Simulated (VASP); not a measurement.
LaHg, 2 atoms in the cell. The structure is cubic, space group Pm-3m (No. 221). Conventional cell: a = 3.887 Å, b = 3.887 Å, c = 3.887 Å, α = 90.00°, β = 90.00°, γ = 90.00°. La (site symmetry m-3m) has 8 Hg at 3.37 Å and 6 La at 3.89 Å within 4.4 Å. Within 4.4 Å of Hg (site symmetry m-3m) lie 8 La at 3.37 Å and 6 Hg at 3.89 Å. 

| Quantity | Value |
| --- | --- |
| Program | VASP 6.6.1 |
| Task | electric field gradients |
| Functional | LDA |
| Potentials or basis | VASP PAW LDA potentials, release 64 (La, Hg) |
| Cutoff | 520 eV |
| k mesh | 11 × 11 × 11 |
| Occupations | fermi-dirac, width 0.08 eV |
| Spin | no spin polarisation |
| Dipole correction | no |
| Further INCAR settings | ALGO = Normal; EDIFF = 1e-08; NBANDS = 18 |

Potentials or basis: VASP PAW LDA potentials, release 64 (La, Hg).

The run is started by

```bash
$ cat potpaw_LDA.64/La/POTCAR potpaw_LDA.64/Hg/POTCAR > POTCAR
$ mpirun -np 1 vasp_std > vasp.out
```

Hardware: 1 thread of AMD EPYC 7R13, with other jobs on the host.

Q: Estimate the wall time of this run.

A: It took 88 s on 1 thread of AMD EPYC 7R13, with other jobs on the host, peak memory 0.21 GiB. Counts: scf iterations 14, k points 56.
